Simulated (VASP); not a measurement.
Input of a VASP 6.6.1 run:

File INCAR:

```
SYSTEM = Nb
ALGO = Normal
EDIFF = 1E-6
ENCUT = 520
GGA = PS
ISIF = 2
ISMEAR = -1
LASPH = .True.
LCHARG = .True.
LELF = .True.
LREAL = .False.
LVHAR = .True.
LWAVE = .False.
NBANDS = 12
NELM = 60
PREC = Accurate
SIGMA = 0.08
```

The input KPOINTS:

```
k-points
0
Gamma
  13 13 13
  0 0 0
```

Contents of POSCAR:

```
Nb
1.0
    0.0000000000      2.1150000000      2.1361500000
    2.1150000000      0.0000000000      2.1361500000
    2.1150000000      2.1150000000      0.0000000000
Nb
1
Direct
    0.0000000000      0.0000000000      0.0000000000
```

Potentials or basis: VASP PAW PBE potentials, release 64 (Nb_sv).

Run with:

```bash
$ cat potpaw_PBE.64/Nb_sv/POTCAR > POTCAR
$ mpirun -np 1 vasp_std > vasp.out
```

Question: What does it give for the pressure?

Answer: -8.4 GPa.

Stress tensor (GPa, compression positive):
```
-9.23  0.00  0.00
 0.00 -9.23  0.00
 0.00  0.00 -6.83
```

Caveat: the cell differs from its parent crystal (zz strain of +1 %); the PAW data sets were made with another functional, which shifts forces and pressure a little.
